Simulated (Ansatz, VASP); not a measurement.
## Al: VASP and Ansatz over several settings

```
Al
1.0
    -1.55874    1.55874    1.55874
     1.55874   -1.55874    1.55874
     1.55874    1.55874   -1.55874
Al
1
Direct
  0.00000 0.00000 0.00000
```

Single points on this cell with VASP 6.6.1 and Ansatz 0.2.0. Each row is one pair of runs. Alike in all rows: spin: off; smearing: fermi-dirac, width 0.05 eV.

```tsv
level	k mesh	VASP's potentials, cutoff	Ansatz's potentials, cutoff	gap on the k mesh at the Fermi level (eV), VASP	gap on the k mesh at the Fermi level (eV), Ansatz	pressure (GPa), VASP	pressure (GPa), Ansatz
LDA	12 × 12 × 12	VASP PAW LDA potentials, release 64 (Al), 520 eV	Ansatz PAW, 420 eV	?	none	?	5.8
r2SCAN	12 × 12 × 12	VASP PAW PBE potentials, release 64 (Al), 520 eV	Ansatz PAW, 500 eV	none	none	6.0	6.4
PBE0	8 × 8 × 8	VASP PAW PBE potentials, release 64 (Al), 520 eV	Ansatz PAW, 420 eV	none	none	7.3	7.2
```

**Question.** Fill in what VASP gave in row 1.

**Answer.** gap on the k mesh at the Fermi level (eV): none; pressure (GPa): 5.9.

A gap of «none» marks a metal or a gap that the smearing closes.
